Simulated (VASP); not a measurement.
# Sn2Se (P4/mmm) in VASP: a series of runs, part 2 of 2

VASP 6.6.1.

## 5. Relaxation of cell and atoms, PBE

File INCAR:

```
PREC = Accurate ; ENCUT = 600
EDIFF = 1E-7 ; ISMEAR = 0
SIGMA = 0.1 ; LREAL = F
LASPH = T ; NELM = 80
ALGO = Normal ; ISIF = 3
LWAVE = F ; LCHARG = F
GGA = PE ; IBRION = 2
NSW = 90 ; EDIFFG = -0.04
```

File KPOINTS:

```
regular mesh
0
Gamma
  4 4 4
```

File POSCAR:

```
Sn2Se
1.0
    4.1734417300      0.0000000000      0.0000000000
    0.0000000000      4.1734417300      0.0000000000
    0.0000000000      0.0000000000      4.8087400400
Sn Se
2 1
Direct
    0.0000000000      0.5000000000      0.5000000000
    0.5000000000      0.0000000000      0.5000000000
    0.5000000000      0.5000000000      0.5000000000
```

Potentials or basis: VASP PAW PBE potentials, release 64 (Sn_d, Se).

Run with:

```sh
cat potpaw_PBE.64/Sn_d/POTCAR potpaw_PBE.64/Se/POTCAR > POTCAR
mpirun -np 1 vasp_std > vasp.out
```

OUTCAR:

```text
PREC = Accurate
   ENCUT = 600
   EDIFF = 1E-7
   ISMEAR = 0
   LREAL = F
   LASPH = T
   NELM = 80
   ISIF = 3
   GGA = PE
   IBRION = 2
   NSW = 90
   EDIFFG = -0.04

 ion  position               nearest neighbor table
   1  0.000  0.500  0.500-   3 2.09   3 2.09   2 2.95   2 2.95   2 2.95   2 2.95
   2  0.500  0.000  0.500-   3 2.09   3 2.09   1 2.95   1 2.95   1 2.95   1 2.95
   3  0.500  0.500  0.500-   1 2.09   2 2.09   2 2.09   1 2.09

  LATTYP: Found a simple tetragonal cell.
 ALAT       =     4.1734417300
 C/A-ratio  =     1.1522240757

  Lattice vectors:

 A1 = (   4.1734417300,   0.0000000000,   0.0000000000)
 A2 = (   0.0000000000,   4.1734417300,   0.0000000000)
 A3 = (   0.0000000000,   0.0000000000,   4.8087400400)

Analysis of symmetry for initial positions (statically):
=====================================================================
 Subroutine PRICEL returns:
 Original cell was already a primitive cell.

 Routine SETGRP: Setting up the symmetry group for a
 simple tetragonal supercell.

 Subroutine GETGRP returns: Found 16 space group operations
 (whereof 16 operations were pure point group operations)
 out of a pool of 16 trial point group operations.

The static configuration has the point symmetry D_4h.

Analysis of symmetry for dynamics (positions and initial velocities):
=====================================================================
 Subroutine PRICEL returns:
 Original cell was already a primitive cell.

 Routine SETGRP: Setting up the symmetry group for a
 simple tetragonal supercell.

 Subroutine GETGRP returns: Found 16 space group operations
 (whereof 16 operations were pure point group operations)
 out of a pool of 16 trial point group operations.

The dynamic configuration has the point symmetry D_4h.

 Subroutine INISYM returns: Found 16 space group operations
 (whereof 16 operations are pure point group operations),
 and found     1 'primitive' translations

----------------------------------------------------------------------------------------

                                     Primitive cell

  volume of cell :      83.7568

  direct lattice vectors                    reciprocal lattice vectors
     4.173441730  0.000000000  0.000000000     0.239610390  0.000000000  0.000000000
     0.000000000  4.173441730  0.000000000     0.000000000  0.239610390  0.000000000
     0.000000000  0.000000000  4.808740040     0.000000000  0.000000000  0.207954681

  length of vectors
     4.173441730  4.173441730  4.808740040     0.239610390  0.239610390  0.207954681

  position of ions in fractional coordinates (direct lattice)
     0.000000000  0.500000000  0.500000000
     0.500000000  0.000000000  0.500000000
     0.500000000  0.500000000  0.500000000

  ion indices of the primitive-cell ions
   primitive index   ion index
                 1           1
                 2           2
                 3           3

----------------------------------------------------------------------------------------

 KPOINTS: regular mesh

Automatic generation of k-mesh.
 Grid dimensions read from file:
 generate k-points for:    4    4    4

 Generating k-lattice:

  Cartesian coordinates                     Fractional coordinates (reciprocal lattice)
     0.059902597  0.000000000  0.000000000     0.250000000  0.000000000  0.000000000
     0.000000000  0.059902597  0.000000000     0.000000000  0.250000000  0.000000000
     0.000000000  0.000000000  0.051988670     0.000000000  0.000000000  0.250000000

  Length of vectors
     0.059902597  0.059902597  0.051988670

  Shift w.r.t. Gamma in fractional coordinates (k-lattice)
     0.000000000  0.000000000  0.000000000

 Subroutine IBZKPT returns following result:
 ===========================================

 Found     18 irreducible k-points:

 Following reciprocal coordinates:
            Coordinates               Weight
  0.000000  0.000000  0.000000      1.000000
  0.250000  0.000000  0.000000      4.000000
  0.500000  0.000000  0.000000      2.000000
  0.250000  0.250000  0.000000      4.000000
  0.500000  0.250000  0.000000      4.000000
  0.500000  0.500000  0.000000      1.000000
[... 10 lines left out ...]
  0.500000  0.250000  0.500000      4.000000
  0.500000  0.500000  0.500000      1.000000
   k-points           NKPTS =     18   k-points in BZ     NKDIM =     18   number of bands    NBANDS=     21
   number of dos      NEDOS =    301   number of ions     NIONS =      3
   total plane-waves  NPLWV =  51840
   dimension x,y,z NGX =    36 NGY =   36 NGZ =   40
   dimension x,y,z NGXF=    72 NGYF=   72 NGZF=   80
   ions per type =               2   1
   NGX,Y,Z   is equivalent  to a cutoff of  14.34, 14.34, 13.83 a.u.
   NGXF,Y,Z  is equivalent  to a cutoff of  28.68, 28.68, 27.66 a.u.
 SYSTEM =  unknown system
   PREC   = accura    normal or accurate (medium, high low for compatibility)
   ISTART =      0    job   : 0-new  1-cont  2-samecut
   ICHARG =      2    charge: 1-file 2-atom 10-const
   ISPIN  =      1    spin polarized calculation?
   LNONCOLLINEAR =      F non collinear calculations
   LSORBIT =      F    spin-orbit coupling
   LASPH  =      T    aspherical Exc in radial PAW
   ENCUT  =  600.0 eV  44.10 Ry    6.64 a.u.   8.34  8.34  9.60*2*pi/ulx,y,z
   NELM   =     80;   NELMIN=  2; NELMDL= -5     # of ELM steps
   EDIFF  = 0.1E-06   stopping-criterion for ELM
   LREAL  =      F    real-space projection
   EDIFFG = -.4E-01   stopping-criterion for IOM
   NSW    =     90    number of steps for IOM
   IBRION =      2    ionic relax: 0-MD 1-quasi-New 2-CG
   NFREE  =      1    steps in history (QN), initial steepest desc. (CG)
   ISIF   =      3    stress and relaxation
   ISYM   =      2    0-nonsym 1-usesym 2-fastsym
   POTIM  = 0.5000    time-step for ionic-motion
   TEBEG  =    0.0;   TEEND  =   0.0 temperature during run
   PSTRESS=    0.0 pullay stress
   NELECT =      34.0000    total number of electrons
   NUPDOWN=      -1.0000    fix difference up-down
   EMIN   =  10.00;   EMAX   =-10.00  energy-range for DOS
   EFERMI =   0.00;   METHOD = LEGACY
   ISMEAR =     0;   SIGMA  =   0.10  broadening in eV -4-tet -1-fermi 0-gaus
   EFERMI_NEDOS =   21; number of points for ismear=-14 and -15
   IALGO  =     38    algorithm
   IMIX   =      4    mixing-type and parameters
     AMIX     =   0.40;   BMIX     =  1.00
     AMIX_MAG =   1.60;   BMIX_MAG =  1.00
  volume/ion in A,a.u.               =      27.92       188.41
  Fermi-wavevector in a.u.,A,eV,Ry     =   1.212163  2.290657 19.991583  1.469340
  Thomas-Fermi vector in A             =   2.347656
   LORBIT       =      0    0 simple, 1 ext, 2 COOP (PROOUT), +10 PAW based schemes
   GGA     = PE    functional components
   LHFCALC =     F    Hartree Fock is set to
   AEXX    =    0.0000 exact exchange contribution
   IVDW    =     0    specifies the selected vdW correction
   LEPSILON=     F    determine dielectric tensor
   LRPA    =     F    only Hartree local field effects (RPA)
 conjugate gradient relaxation of ions
 non-spin polarized calculation
 Gauss-broadening in eV      SIGMA  =   0.10
  energy-cutoff  :      600.00
  volume of cell :       83.76
 maximum number of plane-waves:      2824
 NGX is ok and might be reduce to    36
   NGX = 17   NGY = 17   NGZ = 19

--------------------------------------- Ionic step        1  -------------------------------------------

 number of electron      33.9999999 magnetization

 Free energy of the ion-electron system (eV)
  ---------------------------------------------------
  ext. energy  EPLUGINS =         0.00000000
  ---------------------------------------------------
  free energy    TOTEN  =         3.26521529 eV

  energy without entropy =        3.27066584  energy(sigma->0) =        3.26794057

------------------------ aborting loop because EDIFF is reached ----------------------------------------

  FORCE on cell =-STRESS in cart. coord.  units (eV):
  Direction    XX          YY          ZZ          XY          YZ          ZX
  --------------------------------------------------------------------------------------
  -------------------------------------------------------------------------------------
  Total       63.2981820     63.2981820     -1.1500370      0.0000000      0.0000000      0.0000000
  in kB     1210.8262042   1210.8262042    -21.9989727      0.0000000      0.0000000      0.0000000
  external PRESSURE =     799.8844786 kB  Pullay stress =       0.0000000 kB
[... 1412 lines left out ...]
     20       8.0480      0.00000
     21       8.1875      0.00000

[... ionic steps 4 to 17 ...]

--------------------------------------- Ionic step       18  -------------------------------------------

 number of electron      33.9999993 magnetization

------------------------ aborting loop because EDIFF is reached ----------------------------------------
[... 69 lines left out ...]
--------------------------------------- Ionic step       20  -------------------------------------------

 number of electron      34.0000000 magnetization

 Free energy of the ion-electron system (eV)
  ---------------------------------------------------
  ext. energy  EPLUGINS =         0.00000000
  ---------------------------------------------------
  free energy    TOTEN  =       -11.16920834 eV

  energy without entropy =      -11.16497597  energy(sigma->0) =      -11.16709216

 E-fermi :   4.9468     XC(G=0):  -8.9303

 val. band max:        4.8782422763   @ k =   0.5000   0.0000   0.2500
 cond. band min:       4.9527722278   @ k =   0.5000   0.5000   0.0000
 fundamental gap:      0.0745299515
 Fermi energy:         4.9467801457
[... 460 lines left out ...]
  FREE ENERGIE OF THE ION-ELECTRON SYSTEM (eV)
  ---------------------------------------------------
  free  energy   TOTEN  =       -11.1692083391 eV

  energy  without entropy=      -11.1649759731  energy(sigma->0) =      -11.16709216

 reached required accuracy - stopping structural energy minimisation
```

It took 25 min on 1 thread of Intel Xeon 8259CL, shared host; peak memory 0.26 GiB.

What came out:

* Free energy: -11.1692 eV
* Relaxed volume: 32.38 Å³/atom
* Relaxed cell: a = 5.802 Å, b = 5.802 Å, c = 2.886 Å, α = 90.00°, β = 90.00°, γ = 90.00°
* Space group after relaxing (to 0.1 Å): P4/mmm (No. 123)
* Pressure after relaxing: 0.0 GPa
* Band gap on the k mesh: zero (bands 17 and 18 overlap by 2.95 eV)

Final structure:
```yaml
crystal:
  lattice:
    - [5.80200, 0.00000, 0.00000]
    - [0.00000, 5.80200, 0.00000]
    - [0.00000, 0.00000, 2.88559]
  atoms:
    - { symbol: Sn, position: [0.00000, 0.50000, 0.50000] }
    - { symbol: Sn, position: [0.50000, 0.00000, 0.50000] }
    - { symbol: Se, position: [0.50000, 0.50000, 0.50000] }
```

Caveat: the k points lie up to 0.54 Å⁻¹ apart in the final cell, too coarse for converged energies and pressures of a metal; the volume moved by over 15 % at a fixed basis, so the end points are rough; spin-orbit coupling is left out, which moves the levels of the heavy elements.

## 6. Relaxation of cell and atoms, PBE

This run uses another cell than the first one, of 32.42 Å³/atom.

INCAR, as its differences from that of step 5:

```diff
@@ -3,3 +3,3 @@
 SIGMA = 0.1 ; LREAL = F
-LASPH = T ; NELM = 80
+LASPH = T ; NELM = 100
 ALGO = Normal ; ISIF = 3
```

File KPOINTS:

```
regular mesh
0
Gamma
  4 4 6
```

File POSCAR:

```
Sn2Se
1.0
    5.8065289682      0.0000000000      0.0000000000
    0.0000000000      5.8065289682      0.0000000000
    0.0000000000      0.0000000000      2.8844810985
Sn Se
2 1
Direct
    0.0000000000      0.5000000000      0.5000000000
    0.5000000000      0.0000000000      0.5000000000
    0.5000000000      0.5000000000      0.5000000000
```

Potentials or basis: VASP PAW PBE potentials, release 64 (Sn_d, Se).

Run with:

```sh
cat potpaw_PBE.64/Sn_d/POTCAR potpaw_PBE.64/Se/POTCAR > POTCAR
mpirun -np 1 vasp_std > vasp.out
```

It took 3.8 min on 1 thread of Intel Xeon 8259CL, shared host; peak memory 0.27 GiB.

It converged, with:

| Item | Value |
| --- | --- |
| Free energy | -10.4531 eV |
| Relaxed volume | 32.04 Å³/atom |
| Relaxed cell | a = 5.651 Å, b = 5.651 Å, c = 3.011 Å, α = 90.00°, β = 90.00°, γ = 90.00° |
| Space group after relaxing (to 0.1 Å) | P4/mmm (No. 123) |
| Energy gained by relaxing | 27.4 meV/atom |
| Ionic steps | 4 |
| Pressure after relaxing | 0.1 GPa |
| Band gap on the k mesh | zero (bands 17 and 18 overlap by 2.49 eV) |

Stress tensor (GPa, compression positive):
```
 0.17  0.00  0.00
 0.00  0.17  0.00
 0.00  0.00 -0.16
```

The path:
```
step  energy change (eV)  largest force (eV/Å)  pressure (GPa)  volume (Å³)
   1              0.0000                0.0000            0.21        97.25
   2             -0.0798                0.0000           -0.57        97.72
   3             -0.0798                0.0000           -0.56        97.73
   4             -0.0823                0.0000            0.06        96.13
```

Final structure:
```xyz
3
Lattice="5.6508 0.0000 0.0000 0.0000 5.6508 0.0000 0.0000 0.0000 3.0106" Properties=species:S:1:pos:R:3 pbc="T T T"
Sn    0.0000    2.8254    1.5053
Sn    2.8254    5.6508    1.5053
Se    2.8254    2.8254    1.5053
```

Levels at points of the mesh, in eV from the Fermi level:
| k point | band 13 | band 14 | band 15 | band 16 | band 17 | band 18 | band 19 | band 20 | band 21 |
| --- | --- | --- | --- | --- | --- | --- | --- | --- | --- |
| (0.00, 0.00, 0.00) | -7.81 | -5.65 | -5.65 | -0.13 | -0.13 | 1.22 | 3.56 | 3.80 | 5.18 |
| (0.50, 0.00, 0.00) | -7.82 | -5.47 | -1.76 | -1.13 | -0.88 | 0.10 | 1.32 | 5.05 | 6.78 |
| (0.50, 0.50, 0.00) | -9.13 | -3.05 | -1.57 | -1.57 | -0.06 | 0.36 | 1.42 | 1.80 | 6.52 |
| (0.00, 0.00, 0.50) | -4.56 | -4.29 | -3.96 | -3.96 | -2.23 | -1.89 | 2.57 | 2.57 | 3.36 |
| (0.50, 0.00, 0.50) | -5.34 | -4.38 | -3.83 | -3.04 | -1.98 | 0.37 | 1.67 | 1.99 | 2.63 |
| (0.50, 0.50, 0.50) | -6.17 | -4.94 | -2.98 | -2.98 | -0.15 | 0.45 | 0.45 | 2.61 | 2.71 |

Caveat: the k points lie up to 0.35 Å⁻¹ apart in the final cell, too coarse for converged energies and pressures of a metal; spin-orbit coupling is left out, which moves the levels of the heavy elements.

## 7. Single point, PBE

This run uses another cell than the first one, of 33.76 Å³/atom.

File INCAR:

```
SYSTEM = Sn2Se
PREC = Accurate ; ENCUT = 520
EDIFF = 1E-6 ; ISMEAR = 0
SIGMA = 0.1 ; LREAL = .FALSE.
LASPH = .TRUE. ; NELM = 80
ALGO = Normal ; ISIF = 2
LWAVE = .FALSE. ; LCHARG = .FALSE.
GGA = PE ; NBANDS = 24
```

File KPOINTS:

```
Automatic mesh
0
G
  8 8 16
  0 0 0
```

File POSCAR:

```
Sn2Se
1.0
    5.7562754014      0.0000000000      0.0000000000
    0.0000000000      5.7562754014      0.0000000000
    0.0000000000      0.0000000000      3.0568914379
Sn Se
2 1
Direct
    0.0000000000      0.5000000000      0.5000000000
    0.5000000000      0.0000000000      0.5000000000
    0.5000000000      0.5000000000      0.5000000000
```

Run with:

```sh
cat potpaw_PBE.64/Sn_d/POTCAR potpaw_PBE.64/Se/POTCAR > POTCAR
mpirun -np 1 vasp_std > vasp.out
```

It took 4.9 min on 1 thread of Intel Xeon 8259CL, shared host; peak memory 0.44 GiB.

The run converged. Its results:

```
Free energy            : -10.6126 eV
Pressure               : 0.0 GPa
Band gap on the k mesh : zero (bands 17 and 18 overlap by 2.86 eV)
```

Levels at points of the mesh, in eV from the Fermi level:
```
           k point  band 15  band 16  band 17  band 18  band 19  band 20
(0.00, 0.00, 0.00)    -5.18     0.02     0.02     1.24     3.55     4.00
(0.50, 0.00, 0.00)    -1.62    -0.90    -0.71     0.29     1.32     4.94
(0.50, 0.50, 0.00)    -1.44    -1.44     0.06     0.61     1.40     1.83
(0.00, 0.00, 0.50)    -3.59    -3.59    -1.84    -1.60     2.56     2.56
(0.50, 0.00, 0.50)    -3.47    -2.60    -1.65     0.32     1.76     2.01
(0.50, 0.50, 0.50)    -2.54    -2.54     0.02     0.38     0.38     2.58
```

Caveat: spin-orbit coupling is left out, which moves the levels of the heavy elements.

## 8. The runs side by side

| task | cell | k mesh | cutoff (eV) | gap on the mesh (eV) | pressure (GPa) | relaxed volume (Å³/atom) |
| --- | --- | --- | --- | --- | --- | --- |
| single point | a = 4.173, b = 4.173, c = 4.809 Å, 3 atoms | 4 × 4 × 4 | 520 | none | 80.0 | - |
| single point | a = 5.807, b = 5.807, c = 2.884 Å, 3 atoms | 4 × 4 × 4 | 520 | none | 0.1 | - |
| single point | a = 5.666, b = 5.666, c = 3.015 Å, 3 atoms | 4 × 4 × 6 | 520 | none | -0.2 | - |
| relaxation of cell and atoms | relaxed from a = 4.173, b = 4.173, c = 4.809 Å, 3 atoms | 4 × 4 × 4 | 600 | none | 0.0 | 32.38 |
| relaxation of cell and atoms | relaxed from a = 5.807, b = 5.807, c = 2.884 Å, 3 atoms | 4 × 4 × 6 | 600 | none | 0.1 | 32.04 |
| single point | a = 5.756, b = 5.756, c = 3.057 Å, 3 atoms | 8 × 8 × 16 | 520 | none | 0.0 | - |

Alike in all rows: level PBE; potentials or basis VASP PAW PBE potentials, release 64 (Sn_d, Se); no spin polarisation; smearing gaussian 0.1 eV.

Caveats: some runs use coarse meshes; spin-orbit coupling is left out, which moves the levels of the heavy elements; the volume moved by over 15 % at a fixed basis, so the end points are rough (at least some runs).

Total energies depend on the potentials used, so only differences within one code and one set of settings carry meaning.

The gap in the log of VASP goes by the Fermi energy; the results here count the filled bands.